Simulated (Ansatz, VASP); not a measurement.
HPt6 in VASP and in Ansatz

Contents of INCAR:

```
PREC = Accurate ; ENCUT = 520
EDIFF = 1E-6 ; ISMEAR = 0
SIGMA = 0.1 ; LREAL = False
LASPH = True ; NELM = 100
ALGO = Normal ; ISIF = 2
LWAVE = False ; LCHARG = False
LDIPOL = True ; IDIPOL = 3
DIPOL = 0.5 0.5 0.302 ; GGA = PE
NBANDS = 74
```

Contents of KPOINTS:

```
regular mesh
0
Gamma
  6 6 1
```

POSCAR

```
HPt6
1.0
    5.6145835605      0.0000000000      0.0000000000
   -2.8072917802      4.8623719950      0.0000000000
    0.0000000000      0.0000000000     22.6197373747
Pt H
12 2
Direct
    0.3333333333      0.1666666667      0.1768367127
    0.3333333333      0.6666666667      0.1768367127
    0.8333333333      0.1666666667      0.1768367127
    0.8333333333      0.6666666667      0.1768367127
    0.1666666667      0.3333333333      0.2789580515
    0.1666666667      0.8333333333      0.2789580515
    0.6666666667      0.3333333333      0.2789580515
    0.6666666667      0.8333333333      0.2789580515
    0.0000000000      0.0000000000      0.3810715055
    0.0000000000      0.5000000000      0.3810715055
    0.5000000000      0.0000000000      0.3810715055
    0.5000000000      0.5000000000      0.3810715055
    0.1549332300      0.3098664600      0.4434064467
    0.3450667700      0.6901335400      0.4434064467
```

Input for Ansatz:

```yaml
crystal:
  lattice:
    - [5.6145835605, 0.0, 0.0]
    - [-2.8072917802, 4.862371995, 0.0]
    - [0.0, 0.0, 22.6197373747]
  atoms:
    - { symbol: Pt, position: [0.3333333333, 0.1666666667, 0.1768367127] }
    - { symbol: Pt, position: [0.3333333333, 0.6666666667, 0.1768367127] }
    - { symbol: Pt, position: [0.8333333333, 0.1666666667, 0.1768367127] }
    - { symbol: Pt, position: [0.8333333333, 0.6666666667, 0.1768367127] }
    - { symbol: Pt, position: [0.1666666667, 0.3333333333, 0.2789580515] }
    - { symbol: Pt, position: [0.1666666667, 0.8333333333, 0.2789580515] }
    - { symbol: Pt, position: [0.6666666667, 0.3333333333, 0.2789580515] }
    - { symbol: Pt, position: [0.6666666667, 0.8333333333, 0.2789580515] }
    - { symbol: Pt, position: [0.0, 0.0, 0.3810715055] }
    - { symbol: Pt, position: [0.0, 0.5, 0.3810715055] }
    - { symbol: Pt, position: [0.5, 0.0, 0.3810715055] }
    - { symbol: Pt, position: [0.5, 0.5, 0.3810715055] }
    - { symbol: H, position: [0.15493323, 0.30986646, 0.4434064467] }
    - { symbol: H, position: [0.34506677, 0.69013354, 0.4434064467] }
basis:
  ecutwfc: 420
kpoints:
  mp_grid: { grid: [6, 6, 1] }
hamiltonian:
  xc: pbe
scf:
  occupations: { method: gaussian, width: 0.1 }
output:
  forces: true
  eigenvalues: true
efield:
  axis: 3
  dipole_correction: true
  ramp_width: 0.04
```

Alike in both runs: task single point; functional PBE; k mesh 6 × 6 × 1; occupations gaussian, width 0.1 eV; no spin polarisation.

|  | VASP | Ansatz |
| --- | --- | --- |
| version | VASP 6.6.1 | Ansatz 0.2.0 |
| potentials or method | VASP PAW PBE potentials, release 64 (Pt, H), cutoff 520 eV | scalar-relativistic, plane waves, PAW |
| valence electrons in the cell | 122 | 218 |

|  | VASP | Ansatz | Ansatz less VASP |
| --- | --- | --- | --- |
| gap on the k mesh at the Fermi level (eV) | none | none | - |
| rms of the force components (eV/Å) | 0.491 | 0.495 | +0.0037 |

Atom by atom the forces differ by 0.009 eV/Å (rms over components). A gap of «none» marks a metal or a gap that the smearing closes. VASP's potentials hold 122 valence electrons a cell and Ansatz's 218, so a difference there can come from the potentials and not from the codes.

Spin-orbit coupling is off throughout.
